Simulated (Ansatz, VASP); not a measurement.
**One calculation of SrO, two programs**

File INCAR:

```
SYSTEM = SrO
PREC = Accurate ; ENCUT = 520
EDIFF = 1E-7 ; ISMEAR = 0
SIGMA = 0.05 ; LREAL = .FALSE.
LASPH = .TRUE. ; NELM = 100
ALGO = Normal ; ISIF = 2
LWAVE = .FALSE. ; LCHARG = .FALSE.
GGA = CA ; NBANDS = 24
```

Contents of KPOINTS:

```
regular mesh
0
G
  9 9 6
  0 0 0
```

Contents of POSCAR:

```
SrO
1.0
    4.1417694689      0.0000000000      0.0000000000
   -2.0708847345      3.5868775767      0.0000000000
    0.0000000000      0.0000000000      5.4938135532
Sr O
2 2
Direct
    0.3333333333      0.6666666667      0.9381277000
    0.6666666667      0.3333333333      0.4381277000
    0.3333333333      0.6666666667      0.4368723000
    0.6666666667      0.3333333333      0.9368723000
```

Input for Ansatz:

```yaml
crystal:
  lattice:
    - [4.1417694689, 0.0, 0.0]
    - [-2.0708847345, 3.5868775767, 0.0]
    - [0.0, 0.0, 5.4938135532]
  atoms:
    - { symbol: Sr, position: [0.3333333333, 0.6666666667, 0.9381277] }
    - { symbol: Sr, position: [0.6666666667, 0.3333333333, 0.4381277] }
    - { symbol: O, position: [0.3333333333, 0.6666666667, 0.4368723] }
    - { symbol: O, position: [0.6666666667, 0.3333333333, 0.9368723] }
basis:
  ecutwfc: 420
kpoints:
  mp_grid: { grid: [9, 9, 6] }
hamiltonian:
  xc: lda
scf:
  occupations: { method: gaussian, width: 0.05 }
output:
  forces: true
  stress: true
  eigenvalues: true
```

Alike in both runs: task single point; functional LDA; k mesh 9 × 9 × 6; occupations gaussian, width 0.05 eV; no spin polarisation.

|  | VASP | Ansatz |
| --- | --- | --- |
| version | VASP 6.6.1 | Ansatz 0.2.0 |
| potentials or method | VASP PAW LDA potentials, release 64 (Sr_sv, O), cutoff 520 eV | scalar-relativistic, plane waves, PAW |
| valence electrons in the cell | 32 | 32 |

```tsv
	VASP	Ansatz	Ansatz less VASP
gap on the k mesh at the Fermi level (eV)	2.39	2.39	-0.005
least direct gap on the mesh (eV)	2.62	2.62	+0.001
pressure (GPa)	-3.0	-3.6	-0.61
traceless stress, the component that is largest in VASP (GPa)	-5.58	-5.23	+0.345
```

LDA's correlation is that of Perdew and Zunger in VASP and of Perdew and Wang (1992) in Ansatz.
